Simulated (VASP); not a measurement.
Set up this calculation in VASP 6.6.1, as the native input.

| Item | Value |
| --- | --- |
| Task | single point |
| Functional | r2SCAN |
| Potentials or basis | VASP PAW PBE potentials, release 64 (Ga_d) |
| Cutoff | 520 eV |
| k mesh | 26 × 26 × 26 |
| Occupations | gaussian, width 0.15 eV |
| Spin | no spin polarisation |
| Dipole correction | no |
| Further INCAR settings | ALGO = Normal; EDIFF = 1e-07; NBANDS = 12 |

Crystal: Ga.

```xyz
1
Lattice="-1.5124 1.5124 1.9209 1.5124 -1.5124 1.9209 1.5124 1.5124 -1.9209" Properties=species:S:1:pos:R:3 pbc="T T T"
Ga    0.0000    0.0000    0.0000
```

This cell differs from its parent crystal: ratio of the length along z to the lengths across it x 0.8, volume and fractional coordinates fixed.

These files were run (other wordings do the same):

POSCAR

```
Ga
1.0
   -1.5124131524      1.5124131524      1.9208939696
    1.5124131524     -1.5124131524      1.9208939696
    1.5124131524      1.5124131524     -1.9208939696
Ga
1
Direct
    0.0000000000      0.0000000000      0.0000000000
```

INCAR.step1

```
ALGO = Normal
EDIFF = 1E-4
ENCUT = 520
GGA = PE
ISMEAR = 0
LASPH = T
LCHARG = F
LREAL = F
LWAVE = T
NBANDS = 12
NELM = 100
PREC = Accurate
SIGMA = 0.15
```

INCAR.step2

```
ALGO = Normal
EDIFF = 1E-7
ENCUT = 520
ISIF = 2
ISMEAR = 0
ISTART = 1
LASPH = T
LCHARG = T
LELF = T
LMIXTAU = T
LREAL = F
LVHAR = T
LWAVE = F
METAGGA = R2SCAN
NBANDS = 12
NELM = 100
PREC = Accurate
SIGMA = 0.15
```

KPOINTS

```
k-points
0
Gamma
  26 26 26
```

Potentials or basis: VASP PAW PBE potentials, release 64 (Ga_d).

Launch:

```sh
$ cat potpaw_PBE.64/Ga_d/POTCAR > POTCAR
$ cp INCAR.step1 INCAR
$ mpirun -np 1 vasp_std > vasp.out
$ cp INCAR.step2 INCAR
$ mpirun -np 1 vasp_std > vasp.out
```

It gave:

* Pressure: 1.0 GPa
* Band gap on the k mesh: zero (an odd number of electrons rules out a gap without spin polarisation)

Caveat: the PAW data sets were made with another functional, which shifts forces and pressure a little.

Run time: 6.2 min on 1 thread of Intel(R) Xeon(R) 6975P-C (Granite Rapids), on a shared host, peak memory 0.38 GiB.
